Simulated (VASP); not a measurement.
# Li2LuB2 (I4/mmm) in VASP: single point with PBEsol

Aim: the single point of Li2LuB2 with PBEsol.

Everything below comes from runs of VASP 6.6.1. Logs are shortened: lines on timing, memory, paths and dates and some standing lists are left out, and cuts for length are marked.

## Step 1: The cell of the first run

It takes space group I4/mmm (No. 139, tetragonal). The conventional cell has a = 3.704 Å, b = 3.704 Å, c = 8.608 Å, α = 90.00°, β = 90.00°, γ = 90.00°. Li (site symmetry -4m2) has 4 B at 2.14 Å and 4 Li at 2.62 Å within 2.8 Å. Within 3.7 Å of Lu (site symmetry 4/mmm) lie 10 B at 2.83 to 3.23 Å and 8 Li at 2.84 Å. Within 2.8 Å of B (site symmetry 4mm) lie 4 Li at 2.14 Å and 1 B at 2.15 Å.

## Step 2: Single point, PBEsol

Input file INCAR:

```
  PREC = Accurate
  ENCUT = 520
  EDIFF = 1E-6
  ISMEAR = 1
  SIGMA = 0.032
  LREAL = F
  LASPH = T
  NELM = 80
  ALGO = Normal
  ISIF = 2
  LWAVE = F
  LCHARG = F
  GGA = PS
  NBANDS = 26
```

Input file KPOINTS:

```
regular mesh
0
Gamma
  8 8 8
```

Input file POSCAR:

```
Li2LuB2
1.0
    0.0000000000      3.7042680000      0.0000000000
    3.7042680000      0.0000000000      0.0000000000
    1.8521340000      1.8521340000     -4.3040070000
Li Lu B
2 1 2
Direct
    0.7500000000      0.2500000000      0.5000000000
    0.2500000000      0.7500000000      0.5000000000
    0.0000000000      0.0000000000      0.0000000000
    0.3750000000      0.3750000000      0.2500000000
    0.6250000000      0.6250000000      0.7500000000
```

Potentials or basis: VASP PAW PBE potentials, release 64 (Li_sv, Lu, B).

Command:

```bash
$ cat potpaw_PBE.64/Li_sv/POTCAR potpaw_PBE.64/Lu/POTCAR potpaw_PBE.64/B/POTCAR > POTCAR
$ mpirun -np 1 vasp_std > vasp.out
```

OUTCAR:

```text
PREC = Accurate
   ENCUT = 520
   EDIFF = 1E-6
   ISMEAR = 1
   LREAL = F
   LASPH = T
   NELM = 80
   ISIF = 2
   GGA = PS

 ion  position               nearest neighbor table
   1  0.750  0.250  0.500-   4 2.14   4 2.14   5 2.14   5 2.14   3 2.84   3 2.84   3 2.84   3 2.84

   2  0.250  0.750  0.500-   4 2.14   4 2.14   5 2.14   5 2.14   3 2.84   3 2.84   3 2.84   3 2.84

   3  0.000  0.000  0.000-   5 2.83   5 2.83   5 2.83   4 2.83   5 2.83   4 2.83   4 2.83   4 2.83
                             2 2.84   1 2.84   2 2.84   1 2.84   1 2.84   2 2.84   2 2.84   1 2.84
   4  0.375  0.375  0.250-   1 2.14   2 2.14   2 2.14   1 2.14   5 2.15   3 2.83   3 2.83   3 2.83
                             3 2.83
   5  0.625  0.625  0.750-   2 2.14   1 2.14   1 2.14   2 2.14   4 2.15   3 2.83   3 2.83   3 2.83
                             3 2.83

  LATTYP: Found a body centered tetragonal cell.
 ALAT       =     3.7042680000
 C/A-ratio  =     2.3238097244

  Lattice vectors:

 A1 = (  -1.8521340000,   1.8521340000,   4.3040070000)
 A2 = (   1.8521340000,  -1.8521340000,   4.3040070000)
 A3 = (   1.8521340000,   1.8521340000,  -4.3040070000)

Analysis of symmetry for initial positions (statically):
=====================================================================
 Subroutine PRICEL returns:
 Original cell was already a primitive cell.

 Routine SETGRP: Setting up the symmetry group for a
 body centered tetragonal supercell.

 Subroutine GETGRP returns: Found 16 space group operations
 (whereof 16 operations were pure point group operations)
 out of a pool of 16 trial point group operations.

The static configuration has the point symmetry D_4h.

Analysis of symmetry for dynamics (positions and initial velocities):
=====================================================================
 Subroutine PRICEL returns:
 Original cell was already a primitive cell.

 Routine SETGRP: Setting up the symmetry group for a
 body centered tetragonal supercell.

 Subroutine GETGRP returns: Found 16 space group operations
 (whereof 16 operations were pure point group operations)
 out of a pool of 16 trial point group operations.

The dynamic configuration has the point symmetry D_4h.

 Subroutine INISYM returns: Found 16 space group operations
 (whereof 16 operations are pure point group operations),
 and found     1 'primitive' translations

----------------------------------------------------------------------------------------

                                     Primitive cell

  volume of cell :      59.0579

  direct lattice vectors                    reciprocal lattice vectors
     0.000000000  3.704268000  0.000000000     0.000000000  0.269958869  0.116170815
     3.704268000  0.000000000  0.000000000     0.269958869  0.000000000  0.116170815
     1.852134000  1.852134000 -4.304007000     0.000000000  0.000000000 -0.232341630

  length of vectors
     3.704268000  3.704268000  5.038380391     0.293893602  0.293893602  0.232341630

  position of ions in fractional coordinates (direct lattice)
     0.750000000  0.250000000  0.500000000
     0.250000000  0.750000000  0.500000000
     0.000000000  0.000000000  0.000000000
     0.375000000  0.375000000  0.250000000
     0.625000000  0.625000000  0.750000000

  ion indices of the primitive-cell ions
   primitive index   ion index
                 1           1
                 2           2
                 3           3
                 4           4
                 5           5

----------------------------------------------------------------------------------------

 KPOINTS: regular mesh

Automatic generation of k-mesh.
 Grid dimensions read from file:
 generate k-points for:    8    8    8

 Generating k-lattice:

  Cartesian coordinates                     Fractional coordinates (reciprocal lattice)
     0.000000000  0.033744859  0.014521352     0.125000000  0.000000000  0.000000000
     0.033744859  0.000000000  0.014521352     0.000000000  0.125000000  0.000000000
     0.000000000  0.000000000 -0.029042704     0.000000000  0.000000000  0.125000000

  Length of vectors
     0.036736700  0.036736700  0.029042704

  Shift w.r.t. Gamma in fractional coordinates (k-lattice)
     0.000000000  0.000000000  0.000000000

 Subroutine IBZKPT returns following result:
 ===========================================

 Found     59 irreducible k-points:

 Following reciprocal coordinates:
            Coordinates               Weight
  0.000000  0.000000  0.000000      1.000000
  0.125000  0.000000  0.000000      8.000000
  0.250000  0.000000  0.000000      8.000000
  0.375000  0.000000  0.000000      8.000000
  0.500000  0.000000  0.000000      4.000000
  0.125000  0.125000  0.000000      8.000000
[... 16 lines left out ...]
  0.250000  0.000000  0.125000      4.000000
  0.375000  0.000000  0.125000      8.000000
 [... further k-points ...]
   k-points           NKPTS =     59   k-points in BZ     NKDIM =     59   number of bands    NBANDS=     26
   number of dos      NEDOS =    301   number of ions     NIONS =      5
   total plane-waves  NPLWV =  31360
   dimension x,y,z NGX =    28 NGY =   28 NGZ =   40
   dimension x,y,z NGXF=    56 NGYF=   56 NGZF=   80
   ions per type =               2   1   2
   NGX,Y,Z   is equivalent  to a cutoff of  12.57, 12.57, 13.20 a.u.
   NGXF,Y,Z  is equivalent  to a cutoff of  25.13, 25.13, 26.40 a.u.
 SYSTEM =  unknown system
   PREC   = accura    normal or accurate (medium, high low for compatibility)
   ISTART =      0    job   : 0-new  1-cont  2-samecut
   ICHARG =      2    charge: 1-file 2-atom 10-const
   ISPIN  =      1    spin polarized calculation?
   LNONCOLLINEAR =      F non collinear calculations
   LSORBIT =      F    spin-orbit coupling
   LASPH  =      T    aspherical Exc in radial PAW
   ENCUT  =  520.0 eV  38.22 Ry    6.18 a.u.   6.89  6.89  9.37*2*pi/ulx,y,z
   NELM   =     80;   NELMIN=  2; NELMDL= -5     # of ELM steps
   EDIFF  = 0.1E-05   stopping-criterion for ELM
   LREAL  =      F    real-space projection
   EDIFFG = 0.1E-04   stopping-criterion for IOM
   NSW    =      0    number of steps for IOM
   IBRION =     -1    ionic relax: 0-MD 1-quasi-New 2-CG
   NFREE  =      0    steps in history (QN), initial steepest desc. (CG)
   ISIF   =      2    stress and relaxation
   ISYM   =      2    0-nonsym 1-usesym 2-fastsym
   POTIM  = 0.5000    time-step for ionic-motion
   TEBEG  =    0.0;   TEEND  =   0.0 temperature during run
   PSTRESS=    0.0 pullay stress
   NELECT =      37.0000    total number of electrons
   NUPDOWN=      -1.0000    fix difference up-down
   EMIN   =  10.00;   EMAX   =-10.00  energy-range for DOS
   EFERMI =   0.00;   METHOD = LEGACY
   ISMEAR =     1;   SIGMA  =   0.03  broadening in eV -4-tet -1-fermi 0-gaus
   EFERMI_NEDOS =   21; number of points for ismear=-14 and -15
   IALGO  =     38    algorithm
   IMIX   =      4    mixing-type and parameters
     AMIX     =   0.40;   BMIX     =  1.00
     AMIX_MAG =   1.60;   BMIX_MAG =  1.00
  volume/ion in A,a.u.               =      11.81        79.71
  Fermi-wavevector in a.u.,A,eV,Ry     =   1.400822  2.647169 26.698726  1.962301
  Thomas-Fermi vector in A             =   2.523744
   LORBIT       =      0    0 simple, 1 ext, 2 COOP (PROOUT), +10 PAW based schemes
   GGA     = PS    functional components
   LHFCALC =     F    Hartree Fock is set to
   AEXX    =    0.0000 exact exchange contribution
   IVDW    =     0    specifies the selected vdW correction
   LEPSILON=     F    determine dielectric tensor
   LRPA    =     F    only Hartree local field effects (RPA)
 non-spin polarized calculation
 Methfessel and Paxton  Order N= 1 SIGMA  =   0.03
  energy-cutoff  :      520.00
  volume of cell :       59.06
 maximum number of plane-waves:      1629
   NGX = 13   NGY = 13   NGZ = 19

 number of electron      36.9999991 magnetization

 Free energy of the ion-electron system (eV)
  ---------------------------------------------------
  ext. energy  EPLUGINS =         0.00000000
  ---------------------------------------------------
  free energy    TOTEN  =       -21.35628057 eV

  energy without entropy =      -21.35630263  energy(sigma->0) =      -21.35628792

 E-fermi :   3.0252     XC(G=0): -10.9591

 val. band max:        2.9962803493   @ k =   0.1250   0.0000   0.0000
 cond. band min:       3.0330760693   @ k =   0.3750   0.0000   0.1250
 fundamental gap:      0.0367957200
 Fermi energy:         3.0251557160

 k-point     1 :       0.0000    0.0000    0.0000
  band No.  band energies     occupation
      1     -52.4209      2.00000
      2     -40.4500      2.00000
      3     -40.3661      2.00000
      4     -23.2327      2.00000
      5     -22.9720      2.00000
      6     -22.9720      2.00000
[... 18 lines left out ...]
     25       9.4010      0.00000
     26      10.2987      0.00000

 k-point     2 :       0.1250    0.0000    0.0000
  band No.  band energies     occupation
      1     -52.4203      2.00000
      2     -40.4466      2.00000
      3     -40.3690      2.00000
      4     -23.2309      2.00000
      5     -22.9942      2.00000
      6     -22.9698      2.00000
[... 18 lines left out ...]
     25       9.7110      0.00000
     26       9.9541      0.00000

 k-point     3 :       0.2500    0.0000    0.0000
  band No.  band energies     occupation
      1     -52.4189      2.00000
      2     -40.4373      2.00000
      3     -40.3778      2.00000
      4     -23.2267      2.00000
      5     -23.0475      2.00000
      6     -22.9646      2.00000
[... 572 lines left out ...]
 k-point    23 :       0.2500    0.0000    0.1250
  band No.  band energies     occupation
      1     -52.4189      2.00000
      2     -40.4372      2.00000
      3     -40.3778      2.00000
      4     -23.2262      2.00000
      5     -23.0473      2.00000
      6     -22.9643      2.00000
[... 18 lines left out ...]
     25       9.7243      0.00000
     26      10.8154      0.00000

 k-point    24 :       0.3750    0.0000    0.1250
  band No.  band energies     occupation
      1     -52.4175      2.00000
      2     -40.4233      2.00000
      3     -40.3912      2.00000
      4     -23.2220      2.00000
      5     -23.0999      2.00000
      6     -22.9591      2.00000
[... 18 lines left out ...]
     25      10.5940      0.00000
     26      10.9574      0.00000

 [... further k-points ...]

------------------------ aborting loop because EDIFF is reached ----------------------------------------

  FORCE on cell =-STRESS in cart. coord.  units (eV):
  Direction    XX          YY          ZZ          XY          YZ          ZX
  --------------------------------------------------------------------------------------
  -------------------------------------------------------------------------------------
  Total        0.8196998      0.8196998     -3.3025108      0.0000000     -0.0000000      0.0000000
  in kB       22.2375869     22.2375869    -89.5936149      0.0000000     -0.0000000      0.0000000
  external PRESSURE =     -15.0394804 kB  Pullay stress =       0.0000000 kB

 VOLUME and BASIS-vectors are now :
 -----------------------------------------------------------------------------
  energy-cutoff  :      520.00
  volume of cell :       59.06
      direct lattice vectors                 reciprocal lattice vectors
     0.000000000  3.704268000  0.000000000     0.000000000  0.269958869  0.116170815
     3.704268000  0.000000000  0.000000000     0.269958869  0.000000000  0.116170815
     1.852134000  1.852134000 -4.304007000     0.000000000  0.000000000 -0.232341630

 POSITION                                       TOTAL-FORCE (eV/Angst)
 -----------------------------------------------------------------------------------
      1.85213      3.70427     -2.15200         0.000000      0.000000      0.000000
      3.70427      1.85213     -2.15200        -0.000000     -0.000000      0.000000
      0.00000      0.00000      0.00000        -0.000000      0.000000      0.000000
      1.85213      1.85213     -1.07600        -0.000000     -0.000000      3.342859
      3.70427      3.70427     -3.22801         0.000000      0.000000     -3.342859
 -----------------------------------------------------------------------------------
    total drift:                                0.000000      0.000000      0.000000

  FREE ENERGIE OF THE ION-ELECTRON SYSTEM (eV)
  ---------------------------------------------------
  free  energy   TOTEN  =       -21.3562805693 eV

  energy  without entropy=      -21.3563026262  energy(sigma->0) =      -21.35628792
```

It took 70 s on 1 thread of Intel Xeon Platinum 8375C at 2.90GHz (Ice Lake), shared host; peak memory 0.24 GiB.

Results:

- Free energy: -21.3563 eV
- Largest force: 3.343 eV/Å

Forces in eV/Å, atoms in the order of the input:
```
Li   0.000  0.000  0.000
Li   0.000  0.000  0.000
Lu   0.000  0.000  0.000
B    0.000  0.000  3.343
B    0.000  0.000 -3.343
```

Caveat: the cutoff is under 1.25 times the usual one of these potentials, so pressure, stress and relaxed cells hold a basis-set (Pulay) error; the PAW data sets were made with another functional, which shifts forces and pressure a little; spin-orbit coupling is left out, which moves the levels of the heavy elements.
